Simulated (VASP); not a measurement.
# Rh in VASP: further runs, part 2 of 2

VASP 6.6.1. The steps go on from the part before.

## (4) Single point, PBE

This run uses another cell than the first one, of 168.72 Å³/atom, 1.323 times its volume.

INCAR reads:

```
SYSTEM = Rh
PREC     = Accurate       ! precision mode
ENCUT    = 520            ! plane-wave cutoff, eV
EDIFF    = 1E-6           ! SCF threshold, eV
ISMEAR   = 0              ! smearing method
SIGMA    = 0.02           ! smearing width, eV
LREAL    = .False.        ! projectors in reciprocal space
LASPH    = .True.         ! aspherical terms in the spheres
NELM     = 60             ! most SCF steps
ALGO     = Normal         ! electronic algorithm
ISIF     = 2              ! what is computed and relaxed
LWAVE    = .False.        ! write WAVECAR
LCHARG   = .False.        ! write CHGCAR
LDIPOL   = .True.       
IDIPOL   = 3            
DIPOL    = 0.5 0.5 0.297
GGA      = PE             ! functional
NBANDS   = 22             ! bands
```

KPOINTS reads:

```
Automatic mesh
0
Gamma
  12 12 1
  0 0 0
```

POSCAR reads:

```
Rh
1.0
    3.8021948103      0.0000002456      0.0000000000
   -1.9010976179      3.2927971730      0.0000000000
    0.0000000000      0.0000000000     26.9530259200
Rh
2
Direct
    0.6666666667      0.3333333333      0.2820535462
    0.3333333333      0.6666666667      0.3115718244
```

Potentials or basis: VASP PAW PBE potentials, release 64 (Rh_pv).

Launch:

```console
$ cat potpaw_PBE.64/Rh_pv/POTCAR > POTCAR
$ mpirun -np 1 vasp_std > vasp.out
```

OUTCAR:

```text
SYSTEM = Rh
   PREC = Accurate
   ENCUT = 520
   EDIFF = 1E-6
   ISMEAR = 0
   LREAL = .False.
   LASPH = .True.
   NELM = 60
   ISIF = 2
   GGA = PE

 ion  position               nearest neighbor table
   1  0.667  0.333  0.282-   2 2.33   2 2.33   2 2.33
   2  0.333  0.667  0.312-   1 2.33   1 2.33   1 2.33

  LATTYP: Found a hexagonal cell.
 ALAT       =     3.8021948103
 C/A-ratio  =     7.0888071929

  Lattice vectors:

 A1 = (   3.8021948103,   0.0000002456,   0.0000000000)
 A2 = (  -1.9010976179,   3.2927971730,   0.0000000000)
 A3 = (   0.0000000000,   0.0000000000,  26.9530259200)

Analysis of symmetry for initial positions (statically):
=====================================================================
 Subroutine PRICEL returns:
 Original cell was already a primitive cell.

 Routine SETGRP: Setting up the symmetry group for a
 hexagonal supercell.

 Subroutine GETGRP returns: Found 12 space group operations
 (whereof  6 operations were pure point group operations)
 out of a pool of 24 trial point group operations.

The static configuration has the point symmetry C_3v.
 The point group associated with its full space group is D_3d.

Analysis of symmetry for dynamics (positions and initial velocities):
=====================================================================
 Subroutine PRICEL returns:
 Original cell was already a primitive cell.

 Routine SETGRP: Setting up the symmetry group for a
 hexagonal supercell.

 Subroutine GETGRP returns: Found 12 space group operations
 (whereof  6 operations were pure point group operations)
 out of a pool of 24 trial point group operations.

The dynamic configuration has the point symmetry C_3v.
 The point group associated with its full space group is D_3d.

 Subroutine INISYM returns: Found 12 space group operations
 (whereof  6 operations are pure point group operations),
 and found     1 'primitive' translations

----------------------------------------------------------------------------------------

                                     Primitive cell

  volume of cell :     337.4480

  direct lattice vectors                    reciprocal lattice vectors
     3.802194810  0.000000246  0.000000000     0.263005977  0.151846595  0.000000000
    -1.901097618  3.292797173  0.000000000    -0.000000020  0.303693155  0.000000000
     0.000000000  0.000000000 26.953025920     0.000000000  0.000000000  0.037101586

  length of vectors
     3.802194810  3.802194810 26.953025920     0.303693155  0.303693155  0.037101586

  position of ions in fractional coordinates (direct lattice)
     0.666666667  0.333333333  0.282053546
     0.333333333  0.666666667  0.311571824

  ion indices of the primitive-cell ions
   primitive index   ion index
                 1           1
                 2           2

----------------------------------------------------------------------------------------

 KPOINTS: Automatic mesh

Automatic generation of k-mesh.
 Grid dimensions read from file:
 generate k-points for:   12   12    1

 Generating k-lattice:

  Cartesian coordinates                     Fractional coordinates (reciprocal lattice)
     0.021917165  0.012653883  0.000000000     0.083333333  0.000000000  0.000000000
    -0.000000002  0.025307763  0.000000000     0.000000000  0.083333333  0.000000000
     0.000000000  0.000000000  0.037101586     0.000000000  0.000000000  1.000000000

  Length of vectors
     0.025307763  0.025307763  0.037101586

  Shift w.r.t. Gamma in fractional coordinates (k-lattice)
     0.000000000  0.000000000  0.000000000

 Subroutine IBZKPT returns following result:
 ===========================================

 Found     19 irreducible k-points:

 Following reciprocal coordinates:
            Coordinates               Weight
  0.000000  0.000000  0.000000      1.000000
  0.083333  0.000000  0.000000      6.000000
  0.166667  0.000000  0.000000      6.000000
  0.250000  0.000000  0.000000      6.000000
  0.333333 -0.000000  0.000000      6.000000
  0.416667 -0.000000  0.000000      6.000000
[... 11 lines left out ...]
  0.333333  0.250000  0.000000     12.000000
  0.333333  0.333333  0.000000      2.000000
   k-points           NKPTS =     19   k-points in BZ     NKDIM =     19   number of bands    NBANDS=     22
   number of dos      NEDOS =    301   number of ions     NIONS =      2
   total plane-waves  NPLWV = 156800
   dimension x,y,z NGX =    28 NGY =   28 NGZ =  200
   dimension x,y,z NGXF=    56 NGYF=   56 NGZF=  400
   ions per type =               2
   NGX,Y,Z   is equivalent  to a cutoff of  12.24, 12.24, 12.34 a.u.
   NGXF,Y,Z  is equivalent  to a cutoff of  24.49, 24.49, 24.67 a.u.
 SYSTEM =  Rh
   PREC   = accura    normal or accurate (medium, high low for compatibility)
   ISTART =      0    job   : 0-new  1-cont  2-samecut
   ICHARG =      2    charge: 1-file 2-atom 10-const
   ISPIN  =      1    spin polarized calculation?
   LNONCOLLINEAR =      F non collinear calculations
   LSORBIT =      F    spin-orbit coupling
   LASPH  =      T    aspherical Exc in radial PAW
   ENCUT  =  520.0 eV  38.22 Ry    6.18 a.u.   7.07  7.07 50.11*2*pi/ulx,y,z
   NELM   =     60;   NELMIN=  2; NELMDL= -5     # of ELM steps
   EDIFF  = 0.1E-05   stopping-criterion for ELM
   LREAL  =      F    real-space projection
   EDIFFG = 0.1E-04   stopping-criterion for IOM
   NSW    =      0    number of steps for IOM
   IBRION =     -1    ionic relax: 0-MD 1-quasi-New 2-CG
   NFREE  =      0    steps in history (QN), initial steepest desc. (CG)
   ISIF   =      2    stress and relaxation
   ISYM   =      2    0-nonsym 1-usesym 2-fastsym
   POTIM  = 0.5000    time-step for ionic-motion
   TEBEG  =    0.0;   TEEND  =   0.0 temperature during run
   PSTRESS=    0.0 pullay stress
   NELECT =      30.0000    total number of electrons
   NUPDOWN=      -1.0000    fix difference up-down
   EMIN   =  10.00;   EMAX   =-10.00  energy-range for DOS
   EFERMI =   0.00;   METHOD = LEGACY
   ISMEAR =     0;   SIGMA  =   0.02  broadening in eV -4-tet -1-fermi 0-gaus
   EFERMI_NEDOS =   21; number of points for ismear=-14 and -15
   IALGO  =     38    algorithm
   IMIX   =      4    mixing-type and parameters
     AMIX     =   0.40;   BMIX     =  1.00
     AMIX_MAG =   1.60;   BMIX_MAG =  1.00
  volume/ion in A,a.u.               =     168.72      1138.61
  Fermi-wavevector in a.u.,A,eV,Ry     =   0.730656  1.380740  7.263582  0.533858
  Thomas-Fermi vector in A             =   1.822680
   LORBIT       =      0    0 simple, 1 ext, 2 COOP (PROOUT), +10 PAW based schemes
   GGA     = PE    functional components
   LHFCALC =     F    Hartree Fock is set to
   AEXX    =    0.0000 exact exchange contribution
   IVDW    =     0    specifies the selected vdW correction
   LEPSILON=     F    determine dielectric tensor
   LRPA    =     F    only Hartree local field effects (RPA)
 non-spin polarized calculation
 Gauss-broadening in eV      SIGMA  =   0.02
  energy-cutoff  :      520.00
  volume of cell :      337.45
 maximum number of plane-waves:      9130
   NGX = 15   NGY = 15   NGZ =101

 dipolmoment           0.000000      0.000000     -0.000032 electrons x Angstroem

 number of electron      30.0000005 magnetization

 dipolmoment           0.000000      0.000000      0.000004 electrons x Angstroem

 Free energy of the ion-electron system (eV)
  ---------------------------------------------------
  ext. energy  EPLUGINS =         0.00000000
  ---------------------------------------------------
  free energy    TOTEN  =       -10.80281410 eV

  energy without entropy =      -10.80281410  energy(sigma->0) =      -10.80281410

 E-fermi :  -3.5195     XC(G=0):  -1.8924

 val. band max:       -3.6085801659   @ k =   0.3333   0.3333   0.0000
 cond. band min:      -3.2400843074   @ k =   0.1667   0.1667   0.0000
 fundamental gap:      0.3684958585
 Fermi energy:        -3.5194559226

 k-point     1 :       0.0000    0.0000    0.0000
  band No.  band energies     occupation
      1     -50.4631      2.00000
      2     -50.4631      2.00000
      3     -49.6532      2.00000
      4     -49.6532      2.00000
      5     -49.4186      2.00000
      6     -49.3838      2.00000
[... 449 lines left out ...]
      6     -49.3013      2.00000
[... 14 lines left out ...]
     21       2.6738      0.00000
     22       4.4110      0.00000

------------------------ aborting loop because EDIFF is reached ----------------------------------------

 vacuum level on the upper side and lower side of the slab       (xc-potential included)        -0.006        -0.006

  FORCE on cell =-STRESS in cart. coord.  units (eV):
  Direction    XX          YY          ZZ          XY          YZ          ZX
  --------------------------------------------------------------------------------------
  -------------------------------------------------------------------------------------
  Total        0.0325453      0.0325453      0.0012159     -0.0000000      0.0000000      0.0000000
  in kB        0.1545226      0.1545226      0.0057731     -0.0000000      0.0000000      0.0000000
  external PRESSURE =       0.1049394 kB  Pullay stress =       0.0000000 kB

 VOLUME and BASIS-vectors are now :
 -----------------------------------------------------------------------------
  energy-cutoff  :      520.00
  volume of cell :      337.45
      direct lattice vectors                 reciprocal lattice vectors
     3.802194810  0.000000246  0.000000000     0.263005977  0.151846595  0.000000000
    -1.901097618  3.292797173  0.000000000    -0.000000020  0.303693155  0.000000000
     0.000000000  0.000000000 26.953025920     0.000000000  0.000000000  0.037101586

 POSITION                                       TOTAL-FORCE (eV/Angst)
 -----------------------------------------------------------------------------------
      1.90110      1.09760      7.60220         0.000000      0.000000     -0.025091
     -0.00000      2.19520      8.39780        -0.000000     -0.000000      0.025091
 -----------------------------------------------------------------------------------
    total drift:                                0.000000      0.000000      0.000319

  FREE ENERGIE OF THE ION-ELECTRON SYSTEM (eV)
  ---------------------------------------------------
  free  energy   TOTEN  =       -10.8028140973 eV

  energy  without entropy=      -10.8028140973  energy(sigma->0) =      -10.80281410

 vacuum level on the upper side and lower side of the slab         1.398         1.398
```

It took 88 s on 1 thread of Intel Xeon 6975P-C (Granite Rapids), shared host; peak memory 0.45 GiB.

What came out:

| Quantity | Value |
| --- | --- |
| Free energy | -10.8028 eV |
| Largest force | 0.025 eV/Å |
| Band gap on the k mesh | 0.37 eV, indirect (least direct gap 0.54 eV) |

Forces in eV/Å, atoms in the order of the input:
```
Rh   0.000  0.000 -0.025
Rh   0.000  0.000  0.025
```

Levels at points of the mesh, in eV from the valence-band top:
| k point | band 13 | band 14 | band 15 | band 16 | band 17 | band 18 |
| --- | --- | --- | --- | --- | --- | --- |
| (0.00, 0.00, 0.00) | -1.25 | -0.11 | -0.11 | 0.44 | 0.44 | 1.36 |
| (0.50, 0.00, 0.00) | -0.87 | -0.28 | -0.19 | 0.61 | 1.14 | 2.33 |

## (5) Single point, PBE

This run uses another cell than the first one, of 168.89 Å³/atom, 1.325 times its volume.

INCAR reads:

```
SYSTEM = Rh
ALGO     = Normal         ! electronic algorithm
DIPOL    = 0.5 0.5 0.297
EDIFF    = 1E-7           ! SCF threshold, eV
ENCUT    = 520            ! plane-wave cutoff, eV
GGA      = PE             ! functional
IDIPOL   = 3            
ISIF     = 2              ! what is computed and relaxed
ISMEAR   = 0              ! smearing method
LASPH    = .TRUE.         ! aspherical terms in the spheres
LCHARG   = .FALSE.        ! write CHGCAR
LDIPOL   = .TRUE.       
LREAL    = .FALSE.        ! projectors in reciprocal space
LWAVE    = .FALSE.        ! write WAVECAR
NBANDS   = 22             ! bands
NELM     = 60             ! most SCF steps
PREC     = Accurate       ! precision mode
SIGMA    = 0.02           ! smearing width, eV
```

KPOINTS reads:

```
k-points
0
G
  12 12 1
  0 0 0
```

POSCAR reads:

```
Rh
1.0
    3.8040503332      0.0000002458      0.0000000000
   -1.9020253794      3.2944041029      0.0000000000
    0.0000000000      0.0000000000     26.9530259200
Rh
2
Direct
    0.6666666667      0.3333333333      0.2820615531
    0.3333333333      0.6666666667      0.3115638175
```

Launch:

```console
$ cat potpaw_PBE.64/Rh_pv/POTCAR > POTCAR
$ mpirun -np 1 vasp_std > vasp.out
```

Wall time 94 s (1 thread of Intel Xeon 6975P-C (Granite Rapids), shared host); peak memory 0.45 GiB.

It converged, with:

- Free energy: -10.8028 eV
- Largest force: 0.019 eV/Å
- Band gap on the k mesh: 0.37 eV, indirect (least direct gap 0.54 eV)

Forces on the atoms (eV/Å):
```
Rh   0.000  0.000 -0.019
Rh   0.000  0.000  0.019
```

Levels at points of the mesh, in eV from the valence-band top:
| k point | band 11 | band 12 | band 13 | band 14 | band 15 | band 16 | band 17 | band 18 | band 19 | band 20 |
| --- | --- | --- | --- | --- | --- | --- | --- | --- | --- | --- |
| (0.00, 0.00, 0.00) | -3.62 | -2.00 | -1.25 | -0.11 | -0.11 | 0.43 | 0.43 | 1.36 | 4.58 | 5.08 |
| (0.50, 0.00, 0.00) | -2.36 | -1.80 | -0.87 | -0.28 | -0.19 | 0.61 | 1.14 | 2.33 | 4.81 | 6.26 |

## (6) The runs side by side

| cell | k mesh | smearing | gap on the mesh (eV) | largest force (eV/Å) |
| --- | --- | --- | --- | --- |
| a = 4.290, b = 4.290, c = 16.000 Å, angles 90.0, 90.0, 120.0°, 2 atoms | 6 × 6 × 1 | gaussian 0.1 eV | none | 2.99 |
| a = 3.804, b = 3.804, c = 26.953 Å, angles 90.0, 90.0, 120.0°, 2 atoms | 6 × 6 × 1 | gaussian 0.1 eV | 0.37 | 0.02 |
| a = 3.802, b = 3.802, c = 26.953 Å, angles 90.0, 90.0, 120.0°, 2 atoms | 12 × 12 × 1 | gaussian 0.02 eV | 0.37 | 0.03 |
| a = 3.804, b = 3.804, c = 26.953 Å, angles 90.0, 90.0, 120.0°, 2 atoms | 12 × 12 × 1 | gaussian 0.02 eV | 0.37 | 0.02 |

Alike in all rows: task single point; level PBE; potentials or basis VASP PAW PBE potentials, release 64 (Rh_pv); no spin polarisation; cutoff (eV) 520.

Total energies depend on the potentials used, so only differences within one code and one set of settings carry meaning.
